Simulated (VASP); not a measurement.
# Ni (P6_3/mmc) in VASP: a series of runs

The runs below take Ni through single point, relaxation of cell and atoms, with PBEsol+D3(BJ), PBEsol, BLYP+D3(BJ).

All numbers are computed with VASP 6.6.1; they aren't measurements. Logs are shortened: lines on timing, memory, paths and dates and some standing lists are left out, and cuts for length are marked.

## (1) The cell of the first run

Symmetry: P6_3/mmc, No. 194, hexagonal system. The conventional cell has a = 2.428 Å, b = 2.428 Å, c = 3.975 Å, α = 90.00°, β = 90.00°, γ = 120.00°. Within 3.2 Å of Ni (site symmetry -6m2) lie 12 Ni at 2.43 Å.

## (2) Single point, PBEsol+D3(BJ), collinear spin, ferromagnetic start

Input file INCAR:

```
PREC = Accurate
ENCUT = 520
EDIFF = 1E-6
ISMEAR = -1
SIGMA = 0.15
LREAL = False
LASPH = True
NELM = 150
ALGO = Normal
ISIF = 2
LWAVE = False
LCHARG = False
ISPIN = 2
MAGMOM = 2 2
LORBIT = 11
LMAXMIX = 4
GGA = PS
IVDW = 12
NBANDS = 21
```

Input file KPOINTS:

```
Automatic mesh
0
Gamma
  15 15 8
```

Input file POSCAR:

```
Ni
1.0
    2.4278498025      0.0000000000      0.0000000000
   -1.2139249013      2.1025796056      0.0000000000
    0.0000000000      0.0000000000      3.9746281664
Ni
2
Direct
    0.3333333333      0.6666666667      0.2500000000
    0.6666666667      0.3333333333      0.7500000000
```

Potentials or basis: VASP PAW PBE potentials, release 64 (Ni).

Launch:

```bash
cat potpaw_PBE.64/Ni/POTCAR > POTCAR
mpirun -np 1 vasp_std > vasp.out
```

OUTCAR:

```text
PREC = Accurate
   ENCUT = 520
   EDIFF = 1E-6
   ISMEAR = -1
   LREAL = False
   LASPH = True
   NELM = 150
   ISIF = 2
   ISPIN = 2
   LORBIT = 11
   GGA = PS
   IVDW = 12
 IVDW          = 12

 ion  position               nearest neighbor table
   1  0.333  0.667  0.250-   2 2.43   2 2.43   2 2.43   2 2.43   2 2.43   2 2.43
   2  0.667  0.333  0.750-   1 2.43   1 2.43   1 2.43   1 2.43   1 2.43   1 2.43

  LATTYP: Found a hexagonal cell.
 ALAT       =     2.4278498025
 C/A-ratio  =     1.6370980455

  Lattice vectors:

 A1 = (   2.4278498025,   0.0000000000,   0.0000000000)
 A2 = (  -1.2139249013,   2.1025796056,   0.0000000000)
 A3 = (   0.0000000000,   0.0000000000,   3.9746281664)

Analysis of symmetry for initial positions (statically):
=====================================================================
 Subroutine PRICEL returns:
 Original cell was already a primitive cell.

 Routine SETGRP: Setting up the symmetry group for a
 hexagonal supercell.

 Subroutine GETGRP returns: Found 24 space group operations
 (whereof 12 operations were pure point group operations)
 out of a pool of 24 trial point group operations.

The static configuration has the point symmetry D_3d.
 The point group associated with its full space group is D_6h.

Analysis of symmetry for dynamics (positions and initial velocities):
=====================================================================
 Subroutine PRICEL returns:
 Original cell was already a primitive cell.

 Routine SETGRP: Setting up the symmetry group for a
 hexagonal supercell.

 Subroutine GETGRP returns: Found 24 space group operations
 (whereof 12 operations were pure point group operations)
 out of a pool of 24 trial point group operations.

The dynamic configuration has the point symmetry D_3d.
 The point group associated with its full space group is D_6h.

Analysis of structural, dynamic, and magnetic symmetry:
=====================================================================
 Subroutine PRICEL returns:
 Original cell was already a primitive cell.

 Routine SETGRP: Setting up the symmetry group for a
 hexagonal supercell.

 Subroutine GETGRP returns: Found 24 space group operations
 (whereof 12 operations were pure point group operations)
 out of a pool of 24 trial point group operations.

The overall configuration has the point symmetry D_3d.
 The point group associated with its full space group is D_6h.

 Subroutine INISYM returns: Found 24 space group operations
 (whereof 12 operations are pure point group operations),
 and found     1 'primitive' translations

----------------------------------------------------------------------------------------

                                     Primitive cell

  volume of cell :      20.2895

  direct lattice vectors                    reciprocal lattice vectors
     2.427849802  0.000000000  0.000000000     0.411887094  0.237803125  0.000000000
    -1.213924901  2.102579606  0.000000000     0.000000000  0.475606249  0.000000000
     0.000000000  0.000000000  3.974628166     0.000000000  0.000000000  0.251595862

  length of vectors
     2.427849802  2.427849803  3.974628166     0.475606249  0.475606249  0.251595862

  position of ions in fractional coordinates (direct lattice)
     0.333333333  0.666666667  0.250000000
     0.666666667  0.333333333  0.750000000

  ion indices of the primitive-cell ions
   primitive index   ion index
                 1           1
                 2           2

----------------------------------------------------------------------------------------

 KPOINTS: Automatic mesh

Automatic generation of k-mesh.
 Grid dimensions read from file:
 generate k-points for:   15   15    8

 Generating k-lattice:

  Cartesian coordinates                     Fractional coordinates (reciprocal lattice)
     0.027459140  0.015853542  0.000000000     0.066666667  0.000000000  0.000000000
     0.000000000  0.031707083  0.000000000     0.000000000  0.066666667  0.000000000
     0.000000000  0.000000000  0.031449483     0.000000000  0.000000000  0.125000000

  Length of vectors
     0.031707083  0.031707083  0.031449483

  Shift w.r.t. Gamma in fractional coordinates (k-lattice)
     0.000000000  0.000000000  0.000000000

 Subroutine IBZKPT returns following result:
 ===========================================

 Found    135 irreducible k-points:

 Following reciprocal coordinates:
            Coordinates               Weight
  0.000000  0.000000  0.000000      1.000000
  0.066667 -0.000000  0.000000      6.000000
  0.133333 -0.000000  0.000000      6.000000
  0.200000 -0.000000  0.000000      6.000000
  0.266667 -0.000000  0.000000      6.000000
  0.333333 -0.000000  0.000000      6.000000
[... 16 lines left out ...]
  0.333333  0.200000  0.000000     12.000000
  0.400000  0.200000  0.000000      6.000000
 [... further k-points ...]
   k-points           NKPTS =    135   k-points in BZ     NKDIM =    135   number of bands    NBANDS=     21
   number of dos      NEDOS =    301   number of ions     NIONS =      2
   total plane-waves  NPLWV =   9720
   dimension x,y,z NGX =    18 NGY =   18 NGZ =   30
   dimension x,y,z NGXF=    36 NGYF=   36 NGZF=   60
   ions per type =               2
   NGX,Y,Z   is equivalent  to a cutoff of  12.33, 12.33, 12.55 a.u.
   NGXF,Y,Z  is equivalent  to a cutoff of  24.65, 24.65, 25.10 a.u.
 SYSTEM =  unknown system
   PREC   = accura    normal or accurate (medium, high low for compatibility)
   ISTART =      0    job   : 0-new  1-cont  2-samecut
   ICHARG =      2    charge: 1-file 2-atom 10-const
   ISPIN  =      2    spin polarized calculation?
   LNONCOLLINEAR =      F non collinear calculations
   LSORBIT =      F    spin-orbit coupling
   LASPH  =      T    aspherical Exc in radial PAW
   ENCUT  =  520.0 eV  38.22 Ry    6.18 a.u.   4.51  4.51  7.39*2*pi/ulx,y,z
   NELM   =    150;   NELMIN=  2; NELMDL= -5     # of ELM steps
   EDIFF  = 0.1E-05   stopping-criterion for ELM
   LREAL  =      F    real-space projection
   EDIFFG = 0.1E-04   stopping-criterion for IOM
   NSW    =      0    number of steps for IOM
   IBRION =     -1    ionic relax: 0-MD 1-quasi-New 2-CG
   NFREE  =      0    steps in history (QN), initial steepest desc. (CG)
   ISIF   =      2    stress and relaxation
   ISYM   =      2    0-nonsym 1-usesym 2-fastsym
   POTIM  = 0.5000    time-step for ionic-motion
   TEBEG  =    0.0;   TEEND  =   0.0 temperature during run
   PSTRESS=    0.0 pullay stress
   NELECT =      20.0000    total number of electrons
   NUPDOWN=      -1.0000    fix difference up-down
   EMIN   =  10.00;   EMAX   =-10.00  energy-range for DOS
   EFERMI =   0.00;   METHOD = LEGACY
   ISMEAR =    -1;   SIGMA  =   0.15  broadening in eV -4-tet -1-fermi 0-gaus
   EFERMI_NEDOS =   21; number of points for ismear=-14 and -15
   IALGO  =     38    algorithm
   IMIX   =      4    mixing-type and parameters
     AMIX     =   0.40;   BMIX     =  1.00
     AMIX_MAG =   1.60;   BMIX_MAG =  1.00
  volume/ion in A,a.u.               =      10.14        68.46
  Fermi-wavevector in a.u.,A,eV,Ry     =   1.629276  3.078885 36.117199  2.654539
  Thomas-Fermi vector in A             =   2.721768
   LORBIT       =     11    0 simple, 1 ext, 2 COOP (PROOUT), +10 PAW based schemes
   GGA     = PS    functional components
   LHFCALC =     F    Hartree Fock is set to
   AEXX    =    0.0000 exact exchange contribution
   IVDW    =    12    specifies the selected vdW correction
   LEPSILON=     F    determine dielectric tensor
   LRPA    =     F    only Hartree local field effects (RPA)
 spin polarized calculation
  energy-cutoff  :      520.00
  volume of cell :       20.29
 maximum number of plane-waves:       564
 NGX is ok and might be reduce to    18
   NGX =  9   NGY =  9   NGZ = 15

 number of electron      19.9999973 magnetization       1.1256667

 Free energy of the ion-electron system (eV)
  ---------------------------------------------------
  ext. energy  EPLUGINS =         0.00000000
  ---------------------------------------------------
  free energy    TOTEN  =       -12.34368612 eV

  energy without entropy =      -12.09588966  energy(sigma->0) =      -12.21978789

 E-fermi :  10.2213     XC(G=0): -13.8547

 val. band max:       10.2208070437   @ k =   0.2667   0.1333   0.2500
 cond. band min:      10.2214871131   @ k =   0.2000   0.0667   0.2500
 fundamental gap:      0.0006800693
 Fermi energy:        10.2212577871

 spin component 1

 k-point     1 :       0.0000    0.0000    0.0000
  band No.  band energies     occupation
      1       0.6499      1.00000
      2       5.0004      1.00000
      3       7.6624      1.00000
      4       7.7594      1.00000
      5       7.7594      1.00000
      6       8.0626      1.00000
[... 13 lines left out ...]
     20      37.2854      0.00000
     21      42.2582      0.00000

 k-point     2 :       0.0667   -0.0000    0.0000
  band No.  band energies     occupation
      1       0.8131      1.00000
      2       5.1026      1.00000
      3       7.5430      1.00000
      4       7.8336      1.00000
      5       7.8570      1.00000
      6       8.0245      1.00000
[... 13 lines left out ...]
     20      39.5722      0.00000
     21      39.8668      0.00000

 k-point     3 :       0.1333   -0.0000    0.0000
  band No.  band energies     occupation
      1       1.2933      1.00000
      2       5.3793      1.00000
      3       7.3383      1.00000
      4       7.7736      1.00000
      5       7.8790      1.00000
      6       8.0480      1.00000
[... 13 lines left out ...]
     20      40.2555      0.00000
     21      41.0218      0.00000
[... 457 lines left out ...]
 k-point    23 :       0.3333    0.2000    0.0000
  band No.  band energies     occupation
      1       5.7990      1.00000
      2       5.9979      1.00000
      3       6.0717      1.00000
      4       6.7970      1.00000
      5       7.4482      1.00000
      6       7.7542      1.00000
[... 13 lines left out ...]
     20      40.3811      0.00000
     21      44.4973      0.00000

 k-point    24 :       0.4000    0.2000    0.0000
  band No.  band energies     occupation
      1       5.9314      1.00000
      2       5.9653      1.00000
      3       6.0137      1.00000
      4       6.9344      1.00000
      5       7.4825      1.00000
      6       7.6540      1.00000
[... 13 lines left out ...]
     20      40.2974      0.00000
     21      44.8265      0.00000

 [... further k-points ...]

 spin component 2

 k-point     1 :       0.0000    0.0000    0.0000
  band No.  band energies     occupation
      1       0.6511      1.00000
      2       5.3502      1.00000
      3       8.2632      1.00000
      4       8.3442      1.00000
      5       8.3442      1.00000
      6       8.6646      0.99997
[... 13 lines left out ...]
     20      37.3830      0.00000
     21      42.2618      0.00000

 k-point     2 :       0.0667   -0.0000    0.0000
  band No.  band energies     occupation
      1       0.8145      1.00000
      2       5.4575      1.00000
      3       8.1249      1.00000
      4       8.4210      0.99999
      5       8.4568      0.99999
      6       8.6231      0.99998
[... 13 lines left out ...]
     20      39.5393      0.00000
     21      39.9352      0.00000

 k-point     3 :       0.1333   -0.0000    0.0000
  band No.  band energies     occupation
      1       1.2958      1.00000
      2       5.7501      1.00000
      3       7.8996      1.00000
      4       8.1538      1.00000
      5       8.4686      0.99999
      6       8.6430      0.99997
[... 13 lines left out ...]
     20      40.3766      0.00000
     21      41.0429      0.00000
[... 457 lines left out ...]
 k-point    23 :       0.3333    0.2000    0.0000
  band No.  band energies     occupation
      1       6.0733      1.00000
      2       6.4415      1.00000
      3       6.5190      1.00000
      4       7.1576      1.00000
      5       7.9846      1.00000
      6       8.2836      1.00000
[... 13 lines left out ...]
     20      40.4724      0.00000
     21      44.4656      0.00000

 k-point    24 :       0.4000    0.2000    0.0000
  band No.  band energies     occupation
      1       6.2754      1.00000
      2       6.4131      1.00000
      3       6.4529      1.00000
      4       7.2632      1.00000
      5       8.0246      1.00000
      6       8.1717      1.00000
[... 13 lines left out ...]
     20      40.3905      0.00000
     21      44.7951      0.00000

 [... further k-points ...]

------------------------ aborting loop because EDIFF is reached ----------------------------------------

 Edisp (eV)   -0.89517

 E8    (eV) :    -0.5867

  FORCE on cell =-STRESS in cart. coord.  units (eV):
  Direction    XX          YY          ZZ          XY          YZ          ZX
  --------------------------------------------------------------------------------------
  -------------------------------------------------------------------------------------
  Total      -0.01150    -0.01150    -0.01790     0.00000     0.00000     0.00000
  in kB      -0.90824    -0.90824    -1.41348     0.00000     0.00000     0.00000
  external pressure =       -1.08 kB  Pullay stress =        0.00 kB

 VOLUME and BASIS-vectors are now :
 -----------------------------------------------------------------------------
  energy-cutoff  :      520.00
  volume of cell :       20.29
      direct lattice vectors                 reciprocal lattice vectors
     2.427849802  0.000000000  0.000000000     0.411887094  0.237803125  0.000000000
    -1.213924901  2.102579606  0.000000000     0.000000000  0.475606249  0.000000000
     0.000000000  0.000000000  3.974628166     0.000000000  0.000000000  0.251595862

 POSITION                                       TOTAL-FORCE (eV/Angst)
 -----------------------------------------------------------------------------------
     -0.00000      1.40172      0.99366         0.000000     -0.000000      0.000000
      1.21392      0.70086      2.98097        -0.000000      0.000000      0.000000
 -----------------------------------------------------------------------------------
    total drift:                                0.000000     -0.000000     -0.000000

  FREE ENERGIE OF THE ION-ELECTRON SYSTEM (eV)
  ---------------------------------------------------
  free  energy   TOTEN  =       -13.2388608438 eV

  energy  without entropy=      -12.9910643855  energy(sigma->0) =      -13.11496261

 total charge

# of ion       s       p       d       tot
------------------------------------------
    1        0.531   0.568   8.350   9.449
    2        0.531   0.568   8.350   9.449
--------------------------------------------------
tot          1.061   1.136  16.700  18.898

 magnetization (x)

# of ion       s       p       d       tot
------------------------------------------
    1       -0.004  -0.021   0.591   0.565
    2       -0.004  -0.021   0.591   0.565
--------------------------------------------------
tot         -0.009  -0.042   1.182   1.131
```

It took 54 s on 1 thread of Intel Xeon 6975P-C (Granite Rapids), shared host; peak memory 0.2 GiB.

What came out:

```
Free energy                                           : -13.2389 eV
Pressure                                              : -0.1 GPa
Net moment                                            : 1.13 μB per cell
Site moments                                          : Ni +0.56 μB
Valence electrons inside the program's atomic spheres : Ni 9.45
Dispersion energy per atom                            : -0.448 eV
```

Levels at points of the mesh, in eV from the Fermi level:
Spin up:
```tsv
k point	band 8	band 9	band 10	band 11	band 12	band 13	band 14	band 15
(0.00, 0.00, 0.00)	-1.73	-1.73	-0.67	-0.67	-0.51	6.15	23.17	25.62
(0.00, 0.00, 0.50)	-2.51	-0.98	-0.98	-0.98	-0.98	15.05	15.05	23.92
```
Spin down:
| k point | band 7 | band 8 | band 9 | band 10 | band 11 | band 12 |
| --- | --- | --- | --- | --- | --- | --- |
| (0.00, 0.00, 0.00) | -1.56 | -1.11 | -1.11 | -0.53 | -0.02 | -0.02 |
| (0.00, 0.00, 0.50) | -1.93 | -1.93 | -0.34 | -0.34 | -0.34 | -0.34 |

Caveat: the PAW data sets were made with another functional, which shifts forces and pressure a little; pairwise dispersion overbinds metals, which lowers pressure and volume.

## (3) Single point, PBEsol, collinear spin, ferromagnetic start

This run uses another cell than the first one, of 10.45 Å³/atom, 1.030 times its volume.

Input file INCAR:

```
PREC = Accurate ; ENCUT = 520
EDIFF = 1E-6 ; ISMEAR = -1
SIGMA = 0.15 ; LREAL = F
LASPH = T ; NELM = 150
ALGO = Normal ; ISIF = 2
LWAVE = F ; LCHARG = F
ISPIN = 2 ; MAGMOM = 2 2
LORBIT = 11 ; LMAXMIX = 4
GGA = PS ; NBANDS = 21
```

KPOINTS is that of step 2.

Input file POSCAR:

```
Ni
1.0
    2.4519730665      0.0000000000      0.0000000000
   -1.2259865333      2.1234709650      0.0000000000
    0.0000000000      0.0000000000      4.0134888253
Ni
2
Direct
    0.3333333333      0.6666666667      0.2500000000
    0.6666666667      0.3333333333      0.7500000000
```

Potentials or basis: VASP PAW PBE potentials, release 64 (Ni).

Launch:

```bash
cat potpaw_PBE.64/Ni/POTCAR > POTCAR
mpirun -np 1 vasp_std > vasp.out
```

Run time: 45 s. Hardware: 1 thread of Intel Xeon 6975P-C (Granite Rapids), shared host; peak memory 0.2 GiB.

It converged, with:

| Item | Value |
| --- | --- |
| Free energy | -12.3564 eV |
| Pressure | 0.0 GPa |
| Net moment | 1.15 μB per cell |
| Site moments | Ni +0.58 μB |
| Valence electrons inside the program's atomic spheres | Ni 9.39 |

Levels at points of the mesh, in eV from the Fermi level:
Spin up:
```
           k point  band 7  band 8  band 9  band 10  band 11  band 12  band 13  band 14  band 15  band 16
(0.00, 0.00, 0.00)   -2.10   -1.69   -1.69    -0.68    -0.68    -0.46     5.93    22.91    25.08    25.08
(0.00, 0.00, 0.50)   -2.44   -2.44   -0.98    -0.98    -0.98    -0.98    14.74    14.74    23.65    23.65
```
Spin down:
```tsv
k point	band 5	band 6	band 7	band 8	band 9	band 10	band 11	band 12	band 13	band 14
(0.00, 0.00, 0.00)	-1.79	-1.49	-1.49	-1.06	-1.06	-0.48	-0.01	-0.01	6.30	22.83
(0.00, 0.00, 0.50)	-1.84	-1.84	-1.84	-1.84	-0.32	-0.32	-0.32	-0.32	14.89	14.89
```

Caveat: the PAW data sets were made with another functional, which shifts forces and pressure a little.

[end of part 1 of 2]
